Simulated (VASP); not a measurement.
# Mg (Im-3m) in VASP: single point with PBE

Aim: the single point of Mg with PBE.

Program: VASP 6.6.1. These are calculated values, not measurements. Logs are shortened: lines on timing, memory, paths and dates and some standing lists are left out, and cuts for length are marked.

### 1 The cell of the first run

The structure is cubic, space group Im-3m (No. 229). The conventional cell has a = 3.580 Å, b = 3.580 Å, c = 3.580 Å, α = 90.00°, β = 90.00°, γ = 90.00°. Within 4.1 Å of Mg (site symmetry m-3m) lie 14 Mg at 3.10 to 3.58 Å.

This isn't the form of Mg at room conditions, which is hcp.

### 2 Single point, PBE

File POSCAR:

```
Mg
1.0
   -1.7898545956      1.7898545956      1.7898545956
    1.7898545956     -1.7898545956      1.7898545956
    1.7898545956      1.7898545956     -1.7898545956
Mg
1
Direct
    0.0000000000      0.0000000000      0.0000000000
```

File INCAR.step1:

```
ALGO     = Fast           # electronic algorithm
EDIFF    = 1E-7           # SCF threshold, eV
ENCUT    = 520            # plane-wave cutoff, eV
GGA      = PE             # functional
ISIF     = 2              # what is computed and relaxed
ISMEAR   = 0              # smearing method
LASPH    = T              # aspherical terms in the spheres
LCHARG   = T              # write CHGCAR
LREAL    = F              # projectors in reciprocal space
LWAVE    = F              # write WAVECAR
NBANDS   = 7              # bands
NELM     = 80             # most SCF steps
PREC     = Accurate       # precision mode
SIGMA    = 0.1            # smearing width, eV
```

File KPOINTS.step1:

```
k-points
0
Gamma
  16 16 16
```

File INCAR.step2:

```
ALGO     = Fast           # electronic algorithm
EDIFF    = 1E-7           # SCF threshold, eV
ENCUT    = 520            # plane-wave cutoff, eV
GGA      = PE             # functional
ICHARG   = 11             # starting density
ISIF     = 2              # what is computed and relaxed
ISMEAR   = -5             # smearing method
LASPH    = T              # aspherical terms in the spheres
LCHARG   = F              # write CHGCAR
LORBIT   = 11             # projections on sites
LREAL    = F              # projectors in reciprocal space
LWAVE    = F              # write WAVECAR
NBANDS   = 7              # bands
NEDOS    = 1001           # points of the DOS
NELM     = 80             # most SCF steps
PREC     = Accurate       # precision mode
SIGMA    = 0.1            # smearing width, eV
```

File KPOINTS.step2:

```
k-points
0
Gamma
  24 24 24
```

Potentials or basis: VASP PAW PBE potentials, release 64 (Mg).

The run is started by

```
cat potpaw_PBE.64/Mg/POTCAR > POTCAR
cp INCAR.step1 INCAR
cp KPOINTS.step1 KPOINTS
mpirun -np 1 vasp_std > vasp.out
cp INCAR.step2 INCAR
cp KPOINTS.step2 KPOINTS
mpirun -np 1 vasp_std > vasp.out
```

OUTCAR:

```text
EDIFF = 1E-7
   ENCUT = 520
   GGA = PE
   ICHARG = 11
   ISIF = 2
   ISMEAR = -5
   LASPH = T
   LORBIT = 11
   LREAL = F
   NELM = 80
   PREC = Accurate

 ion  position               nearest neighbor table
   1  0.000  0.000  0.000-

  LATTYP: Found a body centered cubic cell.
 ALAT       =     3.5797091912

  Lattice vectors:

 A1 = (  -1.7898545956,   1.7898545956,   1.7898545956)
 A2 = (   1.7898545956,  -1.7898545956,   1.7898545956)
 A3 = (   1.7898545956,   1.7898545956,  -1.7898545956)

Analysis of symmetry for initial positions (statically):
=====================================================================
 Subroutine PRICEL returns:
 Original cell was already a primitive cell.

 Routine SETGRP: Setting up the symmetry group for a
 body centered cubic supercell.

 Subroutine GETGRP returns: Found 48 space group operations
 (whereof 48 operations were pure point group operations)
 out of a pool of 48 trial point group operations.

The static configuration has the point symmetry O_h .

Analysis of symmetry for dynamics (positions and initial velocities):
=====================================================================
 Subroutine PRICEL returns:
 Original cell was already a primitive cell.

 Routine SETGRP: Setting up the symmetry group for a
 body centered cubic supercell.

 Subroutine GETGRP returns: Found 48 space group operations
 (whereof 48 operations were pure point group operations)
 out of a pool of 48 trial point group operations.

The dynamic configuration has the point symmetry O_h .

 Subroutine INISYM returns: Found 48 space group operations
 (whereof 48 operations are pure point group operations),
 and found     1 'primitive' translations

----------------------------------------------------------------------------------------

                                     Primitive cell

  volume of cell :      22.9358

  direct lattice vectors                    reciprocal lattice vectors
    -1.789854596  1.789854596  1.789854596     0.000000000  0.279352301  0.279352301
     1.789854596 -1.789854596  1.789854596     0.279352301  0.000000000  0.279352301
     1.789854596  1.789854596 -1.789854596     0.279352301  0.279352301  0.000000000

  length of vectors
     3.100119098  3.100119098  3.100119098     0.395063813  0.395063813  0.395063813

  position of ions in fractional coordinates (direct lattice)
     0.000000000  0.000000000  0.000000000

  ion indices of the primitive-cell ions
   primitive index   ion index
                 1           1

----------------------------------------------------------------------------------------

 KPOINTS: k-points

Automatic generation of k-mesh.
 Grid dimensions read from file:
 generate k-points for:   24   24   24

 Generating k-lattice:

  Cartesian coordinates                     Fractional coordinates (reciprocal lattice)
     0.000000000  0.011639679  0.011639679     0.041666667  0.000000000  0.000000000
     0.011639679  0.000000000  0.011639679     0.000000000  0.041666667  0.000000000
     0.011639679  0.011639679  0.000000000     0.000000000  0.000000000  0.041666667

  Length of vectors
     0.016460992  0.016460992  0.016460992

  Shift w.r.t. Gamma in fractional coordinates (k-lattice)
     0.000000000  0.000000000  0.000000000

 TETIRR: Found  16469 inequivalent tetrahedra from    82944

 Subroutine IBZKPT returns following result:
 ===========================================

 Found    413 irreducible k-points:

 Following reciprocal coordinates:
            Coordinates               Weight
  0.000000  0.000000  0.000000      1.000000
  0.041667  0.000000  0.000000     12.000000
  0.083333  0.000000  0.000000     12.000000
  0.125000  0.000000  0.000000     12.000000
  0.166667  0.000000  0.000000     12.000000
  0.208333  0.000000  0.000000     12.000000
[... 16 lines left out ...]
  0.416667  0.041667  0.000000     48.000000
  0.458333  0.041667  0.000000     48.000000
 [... further k-points ...]
   k-points           NKPTS =    413   k-points in BZ     NKDIM =    413   number of bands    NBANDS=      7
   number of dos      NEDOS =   1001   number of ions     NIONS =      1
   total plane-waves  NPLWV =  13824
   dimension x,y,z NGX =    24 NGY =   24 NGZ =   24
   dimension x,y,z NGXF=    48 NGYF=   48 NGZF=   48
   ions per type =               1
   NGX,Y,Z   is equivalent  to a cutoff of  12.87, 12.87, 12.87 a.u.
   NGXF,Y,Z  is equivalent  to a cutoff of  25.74, 25.74, 25.74 a.u.
 SYSTEM =  unknown system
   PREC   = accura    normal or accurate (medium, high low for compatibility)
   ISTART =      0    job   : 0-new  1-cont  2-samecut
   ICHARG =     11    charge: 1-file 2-atom 10-const
   ISPIN  =      1    spin polarized calculation?
   LNONCOLLINEAR =      F non collinear calculations
   LSORBIT =      F    spin-orbit coupling
   LASPH  =      T    aspherical Exc in radial PAW
   ENCUT  =  520.0 eV  38.22 Ry    6.18 a.u.   5.76  5.76  5.76*2*pi/ulx,y,z
   NELM   =     80;   NELMIN=  2; NELMDL=  0     # of ELM steps
   EDIFF  = 0.1E-06   stopping-criterion for ELM
   LREAL  =      F    real-space projection
   EDIFFG = 0.1E-05   stopping-criterion for IOM
   NSW    =      0    number of steps for IOM
   IBRION =     -1    ionic relax: 0-MD 1-quasi-New 2-CG
   NFREE  =      0    steps in history (QN), initial steepest desc. (CG)
   ISIF   =      2    stress and relaxation
   ISYM   =      2    0-nonsym 1-usesym 2-fastsym
   POTIM  = 0.5000    time-step for ionic-motion
   TEBEG  =    0.0;   TEEND  =   0.0 temperature during run
   PSTRESS=    0.0 pullay stress
   NELECT =       2.0000    total number of electrons
   NUPDOWN=      -1.0000    fix difference up-down
   EMIN   =  10.00;   EMAX   =-10.00  energy-range for DOS
   EFERMI =   0.00;   METHOD = LEGACY
   ISMEAR =    -5;   SIGMA  =   0.10  broadening in eV -4-tet -1-fermi 0-gaus
   EFERMI_NEDOS =   21; number of points for ismear=-14 and -15
   IALGO  =     68    algorithm
   IMIX   =      4    mixing-type and parameters
     AMIX     =   0.40;   BMIX     =  1.00
     AMIX_MAG =   1.60;   BMIX_MAG =  1.00
  volume/ion in A,a.u.               =      22.94       154.78
  Fermi-wavevector in a.u.,A,eV,Ry     =   0.725962  1.371869  7.170549  0.527020
  Thomas-Fermi vector in A             =   1.816815
   LORBIT       =     11    0 simple, 1 ext, 2 COOP (PROOUT), +10 PAW based schemes
   GGA     = PE    functional components
   LHFCALC =     F    Hartree Fock is set to
   AEXX    =    0.0000 exact exchange contribution
   IVDW    =     0    specifies the selected vdW correction
   LEPSILON=     F    determine dielectric tensor
   LRPA    =     F    only Hartree local field effects (RPA)
 non-spin polarized calculation
 RMM-DIIS sequential band-by-band and
 Fermi weights with tetrahedron method with Bloechl corrections
  energy-cutoff  :      520.00
  volume of cell :       22.94
 maximum number of plane-waves:       633

 number of electron       2.0000000 magnetization

 Free energy of the ion-electron system (eV)
  ---------------------------------------------------
  ext. energy  EPLUGINS =         0.00000000
  ---------------------------------------------------
  free energy    TOTEN  =        -1.47772495 eV

  energy without entropy =       -1.47772495  energy(sigma->0) =       -1.47772495

 E-fermi :   2.6904     XC(G=0):  -8.4973

 val. band max:        2.7749136760   @ k =  -0.3750  -0.3750   0.0833
 cond. band min:       2.5848487912   @ k =   0.3750   0.2083   0.0417
 fundamental gap:     -0.1900648847
 Fermi energy:         2.6904102790

 k-point     1 :       0.0000    0.0000    0.0000
  band No.  band energies     occupation
      1      -4.2937      2.00000
      2      15.6773      0.00000
      3      15.6773      0.00000
      4      15.6773      0.00000
      5      17.6940      0.00000
      6      17.6940      0.00000
      7      17.7776      0.00000

 k-point     2 :       0.0417    0.0000    0.0000
  band No.  band energies     occupation
      1      -4.2528      2.00000
      2      15.1473      0.00000
      3      15.4470      0.00000
      4      15.4473      0.00000
      5      17.0836      0.00000
      6      17.1631      0.00000
      7      17.8979      0.00000

 k-point     3 :       0.0833    0.0000    0.0000
  band No.  band energies     occupation
      1      -4.1302      2.00000
      2      13.9111      0.00000
      3      14.9235      0.00000
      4      14.9666      0.00000
      5      16.3854      0.00000
      6      16.7588      0.00000
      7      18.0246      0.00000

 k-point     4 :       0.1250    0.0000    0.0000
  band No.  band energies     occupation
      1      -3.9262      2.00000
      2      12.4841      0.00000
      3      14.3161      0.00000
      4      14.4423      0.00000
      5      15.7261      0.00000
      6      16.4164      0.00000
      7      18.2311      0.00000

 k-point     5 :       0.1667    0.0000    0.0000
  band No.  band energies     occupation
      1      -3.6412      2.00000
      2      11.0438      0.00000
      3      13.7182      0.00000
      4      13.9430      0.00000
      5      15.1275      0.00000
      6      16.0573      0.00000
      7      18.5227      0.00000
[... 161 lines left out ...]
 k-point    22 :       0.3750    0.0417    0.0000
  band No.  band energies     occupation
      1      -0.6427      2.00000
      2       4.0522     -0.00454
      3      10.9428      0.00000
      4      12.1065      0.00000
      5      13.3792      0.00000
      6      14.8219      0.00000
      7      20.4088      0.00000

 k-point    23 :       0.4167    0.0417    0.0000
  band No.  band energies     occupation
      1       0.1348      2.00000
      2       2.9921      0.21756
      3      10.7927      0.00000
      4      11.9758      0.00000
      5      13.2348      0.00000
      6      14.6881      0.00000
      7      20.9848      0.00000

 k-point    24 :       0.4583    0.0417    0.0000
  band No.  band energies     occupation
      1       0.9443      2.00000
      2       2.0412      2.07345
      3      10.7175      0.00000
      4      11.9105      0.00000
      5      13.1625      0.00000
      6      14.6203      0.00000
      7      21.4386      0.00000

 [... further k-points ...]
[... 5 lines left out ...]
  --------------------------------------------------------------------------------------
  -------------------------------------------------------------------------------------
  Total       -0.0342084     -0.0342084     -0.0342084      0.0000000     -0.0000000      0.0000000
  in kB       -2.3896301     -2.3896301     -2.3896301      0.0000000     -0.0000000      0.0000000
  external PRESSURE =      -2.3896301 kB  Pullay stress =       0.0000000 kB

 VOLUME and BASIS-vectors are now :
 -----------------------------------------------------------------------------
  energy-cutoff  :      520.00
  volume of cell :       22.94
      direct lattice vectors                 reciprocal lattice vectors
    -1.789854596  1.789854596  1.789854596     0.000000000  0.279352301  0.279352301
     1.789854596 -1.789854596  1.789854596     0.279352301  0.000000000  0.279352301
     1.789854596  1.789854596 -1.789854596     0.279352301  0.279352301  0.000000000

 POSITION                                       TOTAL-FORCE (eV/Angst)
 -----------------------------------------------------------------------------------
      0.00000      0.00000      0.00000        -0.000000      0.000000     -0.000000
 -----------------------------------------------------------------------------------
    total drift:                                0.000000      0.000000      0.000000

  FREE ENERGIE OF THE ION-ELECTRON SYSTEM (eV)
  ---------------------------------------------------
  free  energy   TOTEN  =        -1.4777249538 eV

  energy  without entropy=       -1.4777249538  energy(sigma->0) =       -1.47772495

 total charge

# of ion       s       p       d       tot
------------------------------------------
    1        0.209   0.124   0.012   0.345
```

Wall time 63 s (1 thread of Intel Xeon 8259CL, shared host); peak memory 0.2 GiB.

What came out:

* Valence electrons inside the program's atomic spheres: Mg 0.34

Caveat: tetrahedron occupations give inexact forces and stress in metals.
